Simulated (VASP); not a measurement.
# Sc3GeH: single point with PBE

Crystal: Sc3GeH.

```
CELL_PARAMETERS angstrom
0.00000 5.81457 0.00000
5.81457 0.00000 0.00000
2.90728 2.90728 -4.35985
ATOMIC_POSITIONS crystal
Ge 0.75000 0.25000 0.50000
Ge 0.25000 0.75000 0.50000
Sc 0.70000 0.20000 0.00000
Sc 0.20000 0.30000 0.00000
Sc 0.30000 0.80000 0.00000
Sc 0.80000 0.70000 0.00000
Sc 0.25000 0.25000 0.50000
Sc 0.75000 0.75000 0.50000
H 0.00000 0.00000 0.00000
H 0.50000 0.50000 0.00000
```

```json
{
  "Program": "VASP 6.6.1",
  "Task": "single point",
  "Functional": "PBE",
  "Potentials or basis": "VASP PAW PBE potentials, release 64 (Ge_d, Sc_sv, H)",
  "Cutoff": "520 eV",
  "k mesh": "4 × 4 × 4",
  "Occupations": "fermi-dirac, width 0.1 eV",
  "Spin": "no spin polarisation"
}
```

* Largest force: 0.943 eV/Å

Forces on the atoms (eV/Å):
```
Ge   0.000  0.000  0.000
Ge   0.000  0.000  0.000
Sc   0.667  0.667  0.000
Sc  -0.667  0.667  0.000
Sc  -0.667 -0.667  0.000
Sc   0.667 -0.667  0.000
Sc   0.000  0.000  0.000
Sc   0.000  0.000  0.000
H    0.000  0.000  0.000
H    0.000  0.000  0.000
```

Levels at points of the mesh, in eV from the Fermi level:
| k point | band 44 | band 45 | band 46 | band 47 | band 48 | band 49 | band 50 | band 51 | band 52 | band 53 |
| --- | --- | --- | --- | --- | --- | --- | --- | --- | --- | --- |
| (0.00, 0.00, 0.00) | -1.77 | -1.20 | -1.09 | -1.01 | -0.68 | -0.68 | -0.35 | -0.35 | 0.06 | 1.55 |
| (0.50, 0.00, 0.00) | -2.36 | -0.42 | -0.42 | -0.08 | -0.08 | 0.18 | 0.18 | 0.64 | 0.64 | 1.01 |
| (0.50, 0.50, 0.00) | -1.91 | -0.13 | -0.05 | 0.12 | 0.26 | 0.33 | 0.42 | 0.75 | 0.80 | 1.27 |
| (0.00, 0.00, 0.50) | -1.53 | -0.12 | -0.04 | -0.04 | 0.22 | 0.43 | 0.50 | 0.50 | 0.91 | 0.92 |

It took 2.6 min on 1 thread of Intel(R) Xeon(R) Platinum 8259CL CPU @ 2.50GHz (Skylake/Cascade Lake) (shared host), peak memory 0.37 GiB.

Caveat: the k points lie up to 0.36 Å⁻¹ apart; the cell carries a net charge on a neutralising background, which shifts energy and pressure; the cell is charged against a uniform background, so pressure and absolute levels hang on convention.
